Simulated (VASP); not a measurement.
A run of VASP 6.6.1 is set up as follows.

INCAR

```
SYSTEM = Tc
ALGO = Fast ; EDIFF = 1E-6
ENCUT = 520 ; GGA = PE
ISIF = 2 ; ISMEAR = -1
LASPH = .True. ; LCHARG = .True.
LELF = .True. ; LREAL = .False.
LVHAR = .True. ; LWAVE = .False.
NBANDS = 20 ; NELM = 60
PREC = Accurate ; SIGMA = 0.05
```

File KPOINTS:

```
k-points
0
Gamma
  11 11 6
  0 0 0
```

POSCAR

```
Tc
1.0
    2.7216101842      0.0000000000      0.0000000000
   -1.3608050921      2.3569835587      0.0000000000
    0.0000000000      0.0000000000      4.3684823321
Tc
2
Direct
    0.6666666667      0.3333333333      0.7500000000
    0.3333333333      0.6666666667      0.2500000000
```

Potentials or basis: VASP PAW PBE potentials, release 64 (Tc_pv).

Launch:

```sh
$ cat potpaw_PBE.64/Tc_pv/POTCAR > POTCAR
$ mpirun -np 1 vasp_std > vasp.out
```

Question: Predict the band gap on the k mesh.

Answer: Zero (bands 13 and 14 overlap by 3.20 eV).

Question: What does it give for the pressure?

Answer: 8.9 GPa.

Caveat: the cell stands under pressure.
